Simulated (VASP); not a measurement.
# Sb in VASP: further runs, part 2 of 2

VASP 6.6.1.

**4. Single point, PBEsol (27.77 Å³/atom)**

This run uses another cell than the first one, of 27.77 Å³/atom.

INCAR reads:

```
PREC     = Accurate       # precision mode
ENCUT    = 520            # plane-wave cutoff, eV
EDIFF    = 1E-7           # SCF threshold, eV
ISMEAR   = -1             # smearing method
SIGMA    = 0.05           # smearing width, eV
LREAL    = F              # projectors in reciprocal space
LASPH    = T              # aspherical terms in the spheres
NELM     = 80             # most SCF steps
ALGO     = Normal         # electronic algorithm
ISIF     = 2              # what is computed and relaxed
LWAVE    = F              # write WAVECAR
LCHARG   = T              # write CHGCAR
GGA      = PS             # functional
LELF     = T              # ELF
LVHAR    = T            
NBANDS   = 12             # bands
```

KPOINTS reads:

```
regular mesh
0
Gamma
  12 12 7
```

POSCAR reads:

```
Sb
1.0
    3.4350757818      0.0000000000      0.0000000000
   -1.7175378909      2.9748628909      0.0000000000
    0.0000000000      0.0000000000      5.4345363435
Sb
2
Direct
    0.3333333333      0.6666666667      0.2500000000
    0.6666666667      0.3333333333      0.7500000000
```

Potentials or basis: VASP PAW PBE potentials, release 64 (Sb).

Run with:

```bash
cat potpaw_PBE.64/Sb/POTCAR > POTCAR
mpirun -np 1 vasp_std > vasp.out
```

OUTCAR:

```text
PREC = Accurate
   ENCUT = 520
   EDIFF = 1E-7
   ISMEAR = -1
   LREAL = F
   LASPH = T
   NELM = 80
   ISIF = 2
   GGA = PS

 ion  position               nearest neighbor table
   1  0.333  0.667  0.250-   2 3.36   2 3.36   2 3.36   2 3.36   2 3.36   2 3.36
   2  0.667  0.333  0.750-   1 3.36   1 3.36   1 3.36   1 3.36   1 3.36   1 3.36

  LATTYP: Found a hexagonal cell.
 ALAT       =     3.4350757818
 C/A-ratio  =     1.5820717471

  Lattice vectors:

 A1 = (   3.4350757818,   0.0000000000,   0.0000000000)
 A2 = (  -1.7175378909,   2.9748628909,   0.0000000000)
 A3 = (   0.0000000000,   0.0000000000,   5.4345363435)

Analysis of symmetry for initial positions (statically):
=====================================================================
 Subroutine PRICEL returns:
 Original cell was already a primitive cell.

 Routine SETGRP: Setting up the symmetry group for a
 hexagonal supercell.

 Subroutine GETGRP returns: Found 24 space group operations
 (whereof 12 operations were pure point group operations)
 out of a pool of 24 trial point group operations.

The static configuration has the point symmetry D_3d.
 The point group associated with its full space group is D_6h.

Analysis of symmetry for dynamics (positions and initial velocities):
=====================================================================
 Subroutine PRICEL returns:
 Original cell was already a primitive cell.

 Routine SETGRP: Setting up the symmetry group for a
 hexagonal supercell.

 Subroutine GETGRP returns: Found 24 space group operations
 (whereof 12 operations were pure point group operations)
 out of a pool of 24 trial point group operations.

The dynamic configuration has the point symmetry D_3d.
 The point group associated with its full space group is D_6h.

 Subroutine INISYM returns: Found 24 space group operations
 (whereof 12 operations are pure point group operations),
 and found     1 'primitive' translations

----------------------------------------------------------------------------------------

[... 123 lines left out ...]
 non-spin polarized calculation
  energy-cutoff  :      520.00
  volume of cell :       55.53
 maximum number of plane-waves:      1521
 NGX is ok and might be reduce to    28
   NGX = 13   NGY = 13   NGZ = 21

 number of electron      10.0000000 magnetization

 number of electron       9.9999999 magnetization

 Free energy of the ion-electron system (eV)
  ---------------------------------------------------
  ext. energy  EPLUGINS =         0.00000000
  ---------------------------------------------------
  free energy    TOTEN  =        -8.64149379 eV

  energy without entropy =       -8.63117358  energy(sigma->0) =       -8.63633368

 E-fermi :   8.0121     XC(G=0): -10.1999

 val. band max:        8.0086433366   @ k =   0.3333   0.2500   0.0000
 cond. band min:       8.0910249198   @ k =   0.1667   0.0000   0.1429
 fundamental gap:      0.0823815833
 Fermi energy:         8.0120782124

 k-point     1 :       0.0000    0.0000    0.0000
  band No.  band energies     occupation
      1      -4.7232      2.00000
      2      -0.8419      2.00000
      3       2.3991      2.00000
      4      11.0731      0.00000
      5      11.0731      0.00000
      6      12.7454      0.00000
      7      12.7454      0.00000
      8      13.5619      0.00000
      9      15.1387      0.00000
     10      16.7192      0.00000
     11      17.6602      0.00000
     12      17.6602      0.00000
[... 331 lines left out ...]
 k-point    24 :       0.3333    0.0000    0.1429
  band No.  band energies     occupation
      1      -2.8311      2.00000
      2       0.0296      2.00000
      3       3.9898      2.00000
      4       5.3427      2.00000
      5       6.9466      2.00000
      6       8.6960      0.00000
      7      10.4096      0.00000
      8      11.6094      0.00000
      9      12.9293      0.00000
     10      15.0279      0.00000
     11      16.8205      0.00000
     12      17.6618      0.00000

 [... further k-points ...]

------------------------ aborting loop because EDIFF is reached ----------------------------------------

  FORCE on cell =-STRESS in cart. coord.  units (eV):
  Direction    XX          YY          ZZ          XY          YZ          ZX
  --------------------------------------------------------------------------------------
  -------------------------------------------------------------------------------------
  Total       -1.1539262     -1.1539262     -1.5412904     -0.0000000     -0.0000000     -0.0000000
  in kB      -33.2906945    -33.2906945    -44.4661248     -0.0000000     -0.0000000     -0.0000000
  external PRESSURE =     -37.0158379 kB  Pullay stress =       0.0000000 kB

 VOLUME and BASIS-vectors are now :
 -----------------------------------------------------------------------------
  energy-cutoff  :      520.00
  volume of cell :       55.53
      direct lattice vectors                 reciprocal lattice vectors
     3.435075782  0.000000000  0.000000000     0.291114393  0.168074973  0.000000000
    -1.717537891  2.974862891  0.000000000     0.000000000  0.336149946  0.000000000
     0.000000000  0.000000000  5.434536343     0.000000000  0.000000000  0.184008338

 POSITION                                       TOTAL-FORCE (eV/Angst)
 -----------------------------------------------------------------------------------
     -0.00000      1.98324      1.35863         0.000000     -0.000000      0.000000
      1.71754      0.99162      4.07590        -0.000000      0.000000      0.000000
 -----------------------------------------------------------------------------------
    total drift:                               -0.000000      0.000000      0.000000

  FREE ENERGIE OF THE ION-ELECTRON SYSTEM (eV)
  ---------------------------------------------------
  free  energy   TOTEN  =        -8.6414937915 eV

  energy  without entropy=       -8.6311735766  energy(sigma->0) =       -8.63633368
```

stdout:

```text
POSCAR found type information on POSCAR Sb
 POSCAR found :  1 types and       2 ions
 scaLAPACK will be used
 -----------------------------------------------------------------------------
|                                                                             |
|                                                                             |
|     You enforced a specific xc type in the INCAR file but a different       |
|     I HOPE YOU KNOW WHAT YOU ARE DOING!                                     |
|                                                                             |
 -----------------------------------------------------------------------------

 LDA part: xc-table for (Slater+PW92), standard interpolation
 POSCAR, INCAR and KPOINTS ok, starting setup
 FFT: planning ... GRIDC
 FFT: planning ... GRID_SOFT
 FFT: planning ... GRID
 WAVECAR not read
 entering main loop
```

Run time: 65 s. Hardware: 1 thread of Intel Xeon 8259CL, shared host; peak memory 0.2 GiB.

What came out:

```
Free energy            : -8.6415 eV
Pressure               : -3.7 GPa
Band gap on the k mesh : zero (bands 5 and 6 overlap by 6.46 eV)
```

Stress tensor (GPa, compression positive):
```
-3.33  0.00  0.00
 0.00 -3.33  0.00
 0.00  0.00 -4.45
```

Caveat: the cell stands under tension; the PAW data sets were made with another functional, which shifts forces and pressure a little; spin-orbit coupling is left out, which moves the levels of the heavy elements.

**5. Single point, PBEsol (equal xy, yz and zx shear strains of -1 %)**

INCAR reads:

```
SYSTEM = Sb
PREC = Accurate
ENCUT = 520
EDIFF = 1E-6
ISMEAR = -1
SIGMA = 0.05
LREAL = .False.
LASPH = .True.
NELM = 60
ALGO = Normal
ISIF = 2
LWAVE = .False.
LCHARG = .False.
GGA = PS
NBANDS = 12
```

KPOINTS reads:

```
Automatic mesh
0
Gamma
  12 12 7
  0 0 0
```

POSCAR reads:

```
Sb
1.0
    3.3690001795     -0.0168450009     -0.0168450009
   -1.6990882885      2.9260622412     -0.0061656983
   -0.0266500000     -0.0266500000      5.3300000000
Sb
2
Direct
    0.3333333333      0.6666666667      0.2500000000
    0.6666666667      0.3333333333      0.7500000000
```

Potentials or basis: VASP PAW PBE potentials, release 64 (Sb).

Run with:

```bash
cat potpaw_PBE.64/Sb/POTCAR > POTCAR
mpirun -np 1 vasp_std > vasp.out
```

OUTCAR:

```text
SYSTEM = Sb
   PREC = Accurate
   ENCUT = 520
   EDIFF = 1E-6
   ISMEAR = -1
   LREAL = .False.
   LASPH = .True.
   NELM = 60
   ISIF = 2
   GGA = PS

 ion  position               nearest neighbor table
   1  0.333  0.667  0.250-   2 3.27   2 3.28   2 3.30   2 3.31   2 3.32   2 3.32
   2  0.667  0.333  0.750-   1 3.27   1 3.28   1 3.30   1 3.31   1 3.32   1 3.32

  LATTYP: Found a triclinic cell.
 ALAT       =     3.3545014782
 B/A-ratio  =     1.0043472705
 C/A-ratio  =     1.5889494409
 COS(alpha) =     0.0099745013
 COS(beta)  =     0.0136846555
 COS(gamma) =     0.4934979113

  Lattice vectors:

 A1 = (   1.6699118910,   2.9092172403,  -0.0230106992)
 A2 = (   3.3690001795,  -0.0168450009,  -0.0168450009)
 A3 = (   0.0266500000,   0.0266500000,  -5.3300000000)

Analysis of symmetry for initial positions (statically):
=====================================================================
 Subroutine PRICEL returns:
 Original cell was already a primitive cell.

 Routine SETGRP: Setting up the symmetry group for a
 triclinic supercell.

 Subroutine GETGRP returns: Found  2 space group operations
 (whereof  2 operations were pure point group operations)
 out of a pool of  2 trial point group operations.

The static configuration has the point symmetry S_2 .

Analysis of symmetry for dynamics (positions and initial velocities):
=====================================================================
 Subroutine PRICEL returns:
 Original cell was already a primitive cell.

 Routine SETGRP: Setting up the symmetry group for a
 triclinic supercell.

 Subroutine GETGRP returns: Found  2 space group operations
 (whereof  2 operations were pure point group operations)
 out of a pool of  2 trial point group operations.

The dynamic configuration has the point symmetry S_2 .

 Subroutine INISYM returns: Found  2 space group operations
[... 122 lines left out ...]
   GGA     = PS    functional components
   LHFCALC =     F    Hartree Fock is set to
   AEXX    =    0.0000 exact exchange contribution
   IVDW    =     0    specifies the selected vdW correction
   LEPSILON=     F    determine dielectric tensor
   LRPA    =     F    only Hartree local field effects (RPA)
 non-spin polarized calculation
  energy-cutoff  :      520.00
  volume of cell :       52.39
 maximum number of plane-waves:      1426
 NGX is ok and might be reduce to    28
   NGX = 13   NGY = 13   NGZ = 19

 number of electron      10.0000000 magnetization

 Free energy of the ion-electron system (eV)
  ---------------------------------------------------
  ext. energy  EPLUGINS =         0.00000000
  ---------------------------------------------------
  free energy    TOTEN  =        -8.68138059 eV

  energy without entropy =       -8.67086899  energy(sigma->0) =       -8.67612479

 E-fermi :   8.7703     XC(G=0): -10.4512

 val. band max:        8.7668495056   @ k =   0.4167   0.2500  -0.0000
 cond. band min:       8.7870049008   @ k =   0.5000   0.4167  -0.0000
 fundamental gap:      0.0201553952
 Fermi energy:         8.7703463535

 k-point     1 :       0.0000    0.0000    0.0000
  band No.  band energies     occupation
      1      -4.4205      2.00000
      2      -0.1884      2.00000
      3       2.7913      2.00000
      4      12.0176      0.00000
      5      12.1404      0.00000
      6      13.8072      0.00000
      7      13.9413      0.00000
      8      14.8126      0.00000
      9      16.1663      0.00000
     10      17.5699      0.00000
     11      18.5749      0.00000
     12      18.7551      0.00000
[... 331 lines left out ...]
 k-point    24 :       0.3333    0.1667   -0.0000
  band No.  band energies     occupation
      1      -1.1579      2.00000
      2       1.2056      2.00000
      3       4.6050      2.00000
      4       6.0950      2.00000
      5       6.1926      2.00000
      6       7.6893      2.00000
      7       9.3683      0.00001
      8      10.3273      0.00000
      9      13.8149      0.00000
     10      15.9617      0.00000
     11      19.9741      0.00000
     12      20.3078      0.00000

 [... further k-points ...]

------------------------ aborting loop because EDIFF is reached ----------------------------------------

  FORCE on cell =-STRESS in cart. coord.  units (eV):
  Direction    XX          YY          ZZ          XY          YZ          ZX
  --------------------------------------------------------------------------------------
  -------------------------------------------------------------------------------------
  Total        0.0734322      0.0718356     -0.3136291     -0.0509996      0.0061356      0.0051765
  in kB        2.2457931      2.1969650     -9.5917914     -1.5597332      0.1876453      0.1583154
  external PRESSURE =      -1.7163444 kB  Pullay stress =       0.0000000 kB

 VOLUME and BASIS-vectors are now :
 -----------------------------------------------------------------------------
  energy-cutoff  :      520.00
  volume of cell :       52.39
      direct lattice vectors                 reciprocal lattice vectors
     3.369000179 -0.016845001 -0.016845001     0.297700090  0.172871662  0.002352859
    -1.699088289  2.926062241 -0.006165698     0.001722412  0.342760019  0.001722412
    -0.026650000 -0.026650000  5.330000000     0.000942848  0.000942848  0.187626689

 POSITION                                       TOTAL-FORCE (eV/Angst)
 -----------------------------------------------------------------------------------
     -0.01639      1.93843      1.32277         0.016387     -0.000658     -0.000688
      1.65965      0.94414      3.98421        -0.016387      0.000658      0.000688
 -----------------------------------------------------------------------------------
    total drift:                                0.000000     -0.000000     -0.000000

  FREE ENERGIE OF THE ION-ELECTRON SYSTEM (eV)
  ---------------------------------------------------
  free  energy   TOTEN  =        -8.6813805902 eV

  energy  without entropy=       -8.6708689874  energy(sigma->0) =       -8.67612479
```

Run time: 4.7 min. Hardware: 1 thread of Intel Xeon 8259CL, shared host; peak memory 0.39 GiB.

What came out:

```
Free energy            : -8.6814 eV
Pressure               : -0.2 GPa
Largest force          : 0.016 eV/Å
Band gap on the k mesh : zero (bands 5 and 6 overlap by 6.90 eV)
```

Forces on the atoms (eV/Å):
```
Sb   0.016 -0.001 -0.001
Sb  -0.016  0.001  0.001
```

Stress tensor (GPa, compression positive):
```
 0.22 -0.16  0.02
-0.16  0.22  0.02
 0.02  0.02 -0.96
```

Caveat: the cell differs from its parent crystal (equal xy, yz and zx shear strains of -1 %); the PAW data sets were made with another functional, which shifts forces and pressure a little; spin-orbit coupling is left out, which moves the levels of the heavy elements.

**6. The runs side by side**

| cell | gap on the mesh (eV) | pressure (GPa) |
| --- | --- | --- |
| a = 3.369, b = 3.369, c = 5.490 Å, angles 90.0, 90.0, 120.0°, 2 atoms | none | -2.0 |
| a = 3.436, b = 3.436, c = 5.330 Å, angles 90.0, 90.0, 120.0°, 2 atoms | none | -2.7 |
| a = 3.435, b = 3.435, c = 5.435 Å, angles 90.0, 90.0, 120.0°, 2 atoms | none | -3.7 |
| a = 3.369, b = 3.384, c = 5.330 Å, angles 90.2, 90.6, 120.4°, 2 atoms | none | -0.2 |

Alike in all rows: task single point; level PBEsol; potentials or basis VASP PAW PBE potentials, release 64 (Sb); no spin polarisation; k mesh 12 × 12 × 7; cutoff (eV) 520; smearing fermi-dirac 0.05 eV.

Caveats: the PAW data sets were made with another functional, which shifts forces and pressure a little; spin-orbit coupling is left out, which moves the levels of the heavy elements; the cell stands under tension (at least some runs).

Total energies depend on the potentials used, so only differences within one code and one set of settings carry meaning.

The gap in the log of VASP goes by the Fermi energy; the results here count the filled bands.